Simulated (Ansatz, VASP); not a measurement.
Two plane-wave programs on LiF

```
CELL_PARAMETERS angstrom
3.15996 0.00000 0.00000
-1.57998 2.73661 0.00000
0.00000 0.00000 4.79682
ATOMIC_POSITIONS crystal
Li 0.33333 0.66667 0.39127
Li 0.66667 0.33333 0.89127
F 0.33333 0.66667 0.99393
F 0.66667 0.33333 0.49393
```

Alike in both runs: task single point; functional PBE; k mesh 9 × 9 × 6; occupations gaussian, width 0.05 eV; no spin polarisation.

```csv
,VASP,Ansatz
version,VASP 6.6.1,Ansatz 0.2.0
potentials or method,"VASP PAW PBE potentials, release 64 (Li_sv, F), cutoff 520 eV","scalar-relativistic, plane waves, PAW"
valence electrons in the cell,20,20
```

```tsv
	VASP	Ansatz	Ansatz less VASP
gap on the k mesh at the Fermi level (eV)	7.51	7.52	+0.011
least direct gap on the mesh (eV)	7.51	7.52	+0.011
rms of the force components (eV/Å)	0.014	0.015	+0.0009
```

Atom by atom the forces differ by 0.001 eV/Å (rms over components).

Noted on VASP's run: the cutoff is short for stress, so the pressure is rough.
